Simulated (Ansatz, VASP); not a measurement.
## Two plane-wave programs on Ga3BSb2

INCAR

```
SYSTEM = Ga3BSb2
PREC     = Accurate       ! precision mode
ENCUT    = 520            ! plane-wave cutoff, eV
EDIFF    = 1E-7           ! SCF threshold, eV
ISMEAR   = 0              ! smearing method
SIGMA    = 0.2            ! smearing width, eV
LREAL    = .FALSE.        ! projectors in reciprocal space
LASPH    = .TRUE.         ! aspherical terms in the spheres
NELM     = 60             ! most SCF steps
ALGO     = Normal         ! electronic algorithm
ISIF     = 2              ! what is computed and relaxed
LWAVE    = .FALSE.        ! write WAVECAR
LCHARG   = .TRUE.         ! write CHGCAR
GGA      = PE             ! functional
LELF     = .TRUE.         ! ELF
LVHAR    = .TRUE.       
NBANDS   = 64             ! bands
```

KPOINTS

```
regular mesh
0
G
  6 4 2
  0 0 0
```

The input POSCAR:

```
Ga3BSb2
1.0
    1.8761729870     -3.2496269373      0.0000000000
   -5.6285189610     -3.2496269373      0.0000000000
    0.0000000000      0.0000000000    -10.7735721428
Ga B Sb
6 2 4
Direct
    0.0000000000      0.6666666667      0.9193014713
    0.5000000000      0.1666666667      0.9193014713
    0.0000000000      0.6666666667      0.5656695660
    0.5000000000      0.1666666667      0.5656695660
    0.0000000000      1.0000000000      0.4120327163
    0.5000000000      0.5000000000      0.4120327163
    0.5000000000      0.5000000000      0.2184009635
    0.0000000000      1.0000000000      0.2184009635
    0.5000000000      0.8333333333      0.1497793333
    0.0000000000      0.3333333333      0.1497793333
    0.5000000000      0.8333333333      0.7348159296
    0.0000000000      0.3333333333      0.7348159296
```

Input for Ansatz:

```yaml
crystal:
  lattice:
    - [1.876172987, -3.2496269373, 0.0]
    - [-5.628518961, -3.2496269373, 0.0]
    - [0.0, 0.0, -10.7735721428]
  atoms:
    - { symbol: Ga, position: [0.0, 0.6666666667, 0.9193014713] }
    - { symbol: Ga, position: [0.5, 0.1666666667, 0.9193014713] }
    - { symbol: Ga, position: [0.0, 0.6666666667, 0.565669566] }
    - { symbol: Ga, position: [0.5, 0.1666666667, 0.565669566] }
    - { symbol: Ga, position: [0.0, 1.0, 0.4120327163] }
    - { symbol: Ga, position: [0.5, 0.5, 0.4120327163] }
    - { symbol: B, position: [0.5, 0.5, 0.2184009635] }
    - { symbol: B, position: [0.0, 1.0, 0.2184009635] }
    - { symbol: Sb, position: [0.5, 0.8333333333, 0.1497793333] }
    - { symbol: Sb, position: [0.0, 0.3333333333, 0.1497793333] }
    - { symbol: Sb, position: [0.5, 0.8333333333, 0.7348159296] }
    - { symbol: Sb, position: [0.0, 0.3333333333, 0.7348159296] }
basis:
  ecutwfc: 420
kpoints:
  mp_grid: { grid: [6, 4, 2] }
hamiltonian:
  xc: pbe
scf:
  occupations: { method: gaussian, width: 0.2 }
  lower_state_search: "off"
output:
  forces: true
  stress: true
  eigenvalues: true
```

Alike in both runs: task single point; functional PBE; k mesh 6 × 4 × 2; occupations gaussian, width 0.2 eV; no spin polarisation.

|  | VASP | Ansatz |
| --- | --- | --- |
| version | VASP 6.6.1 | Ansatz 0.2.0 |
| potentials or method | VASP PAW PBE potentials, release 64 (Ga_d, B, Sb), cutoff 520 eV | scalar-relativistic, plane waves, PAW |
| valence electrons in the cell | 104 | 144 |

VASP gave:

| Item | Value |
| --- | --- |
| gap on the k mesh at the Fermi level (eV) | none |
| pressure (GPa) | 0.3 |
| traceless stress, the component that is largest in VASP (GPa) | -0.06 |
| rms of the force components (eV/Å) | 0.052 |

Question: Estimate Ansatz's values.

Answer: gap on the k mesh at the Fermi level (eV): none; pressure (GPa): 0.2; traceless stress, the component that is largest in VASP (GPa): -0.02; rms of the force components (eV/Å): 0.047.

Atom by atom the forces differ by 0.012 eV/Å (rms over components). A gap of «none» marks a metal or a gap that the smearing closes. With one functional, cell and mesh, what is left measures potentials, basis and numerics. VASP's potentials hold 104 valence electrons a cell and Ansatz's 144, so a difference there can come from the potentials and not from the codes.

Neither program's run includes spin-orbit coupling.
